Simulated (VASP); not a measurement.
Wanted: the native input for a VASP 6.6.1 run.

```yaml
Task: single point
Functional: PBE
Potentials_or_basis: VASP PAW PBE potentials, release 64 (Ta_pv, Si)
Cutoff: 500 eV
k_mesh: 6 × 6 × 6
Occupations: gaussian, width 0.2 eV
Spin: no spin polarisation
Dipole_correction: no
Further_INCAR_settings: ALGO = Normal; EDIFF = 1e-06; NBANDS = 16
```

The structure of TaSi2 lies in POSCAR:

```
TaSi2
1.0
    0.0000000000      3.0281507507      3.0281507507
    3.0281507507      0.0000000000      3.0281507507
    3.0281507507      3.0281507507      0.0000000000
Ta Si
1 2
Direct
    0.5000000000      0.5000000000      0.5000000000
    0.2500000000      0.2500000000      0.2500000000
    0.7500000000      0.7500000000      0.7500000000
```

One way to write it, as run:

INCAR

```
ALGO = Normal
EDIFF = 1E-6
ENCUT = 500
GGA = PE
GGA_COMPAT = False
ISIF = 2
ISMEAR = 0
LASPH = True
LCHARG = True
LELF = True
LREAL = False
LVHAR = True
LWAVE = False
NBANDS = 16
NELM = 120
PREC = Accurate
SIGMA = 0.2
```

KPOINTS

```
k-points
0
Gamma
  6 6 6
```

Potentials or basis: VASP PAW PBE potentials, release 64 (Ta_pv, Si).

The run is started by

```sh
$ cat potpaw_PBE.64/Ta_pv/POTCAR potpaw_PBE.64/Si/POTCAR > POTCAR
$ mpirun -np 1 vasp_std > vasp.out
```

Results of the run:

The pressure is 0.2 GPa.

Wall time 18 s on 1 thread of Intel Xeon 8259CL, on a shared host, peak memory 0.18 GiB.
